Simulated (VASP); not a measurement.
LaScF2:

```xyz
4
Lattice="3.8072 0.0000 0.0000 0.0000 3.8072 0.0000 0.0000 0.0000 5.2182" Properties=species:S:1:pos:R:3 pbc="T T T"
La    0.0000    0.0000    2.6091
Sc    1.9036    1.9036    2.6091
F     1.9036    1.9036    0.8078
F     1.9036    1.9036    4.4103
```

The cell was generated, and may not be a known phase.

| Quantity | Value |
| --- | --- |
| Program | VASP 6.6.1 |
| Task | relaxation of cell and atoms |
| Functional | PBE |
| Potentials or basis | VASP PAW PBE potentials, release 64 (La, Sc_sv, F) |
| Cutoff | 600 eV |
| k mesh | 4 × 4 × 4 |
| Occupations | gaussian, width 0.1 eV |
| Spin | no spin polarisation |

At the start: pressure 43.4 GPa; volume 18.91 Å³/atom.

Task: How do energy, volume and symmetry change on relaxing?

Result: Over 12 steps the energy falls by 1439.9 meV/atom and the volume is 32.25 Å³/atom (+70.5 %); space group P4/mmm (No. 123, to 0.1 Å) before and after.

Step by step:
```tsv
step	energy change (eV)	largest force (eV/Å)	pressure (GPa)	volume (Å³)
1	0.0000	9.2130	43.44	75.64
2	-4.9369	0.7750	-4.95	143.77
3	-5.2470	1.3737	7.98	109.85
4	-5.4204	0.6631	3.49	120.20
5	-5.4258	0.5382	2.73	122.13
6	-5.6450	0.4029	-0.17	132.06
7	-5.6615	0.3365	-1.20	136.44
8	-5.6891	1.0395	0.49	133.27
9	-5.6903	0.9207	0.21	133.78
10	-5.7164	0.7212	0.12	132.77
11	-5.7581	0.1467	-0.07	129.76
12	-5.7598	0.0076	-0.11	128.98
```

Final structure:
```xyz
4
Lattice="4.4585 0.0000 0.0000 0.0000 4.4585 0.0000 0.0000 0.0000 6.4886" Properties=species:S:1:pos:R:3 pbc="T T T"
La    0.0000    0.0000    3.2443
Sc    2.2293    2.2293    3.2443
F     2.2293    2.2293    1.3244
F     2.2293    2.2293    5.1643
```

Caveat: the k points lie up to 0.35 Å⁻¹ apart in the final cell, too coarse for converged energies and pressures of a metal; the volume moved by over 15 % at a fixed basis, so the end points are rough.
